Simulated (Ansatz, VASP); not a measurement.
# Two plane-wave programs on Tl

```
Tl
1.0
    -1.95600    1.95600    1.95600
     1.95600   -1.95600    1.95600
     1.95600    1.95600   -1.95600
Tl
1
Cartesian
  0.0000 0.0000 0.0000
```

Alike in both runs: task electric field gradients; functional r2SCAN; k mesh 10 × 10 × 10; occupations tetrahedron; no spin polarisation.

|  | VASP | Ansatz |
| --- | --- | --- |
| version | VASP 6.6.1 | Ansatz 0.2.0 |
| potentials or method | VASP PAW PBE potentials, release 64 (Tl_d) | Ansatz PAW |
| plane-wave cutoff (eV) | 440 | 500 |
| valence electrons in the cell | 13 | 13 |

VASP gave:

| Item | Value |
| --- | --- |
| gap on the k mesh at the Fermi level (eV) | none |
| pressure (GPa) | 0.2 |

Problem. What did Ansatz give for the same quantities?

Solution. gap on the k mesh at the Fermi level (eV): none; pressure (GPa): 0.1.

VASP's potentials were made for PBE, not for r2SCAN. A gap of «none» marks a metal or a gap that the smearing closes. The functional is the same, so the differences come from potentials, cutoffs and numerics.

Neither program's run includes spin-orbit coupling.
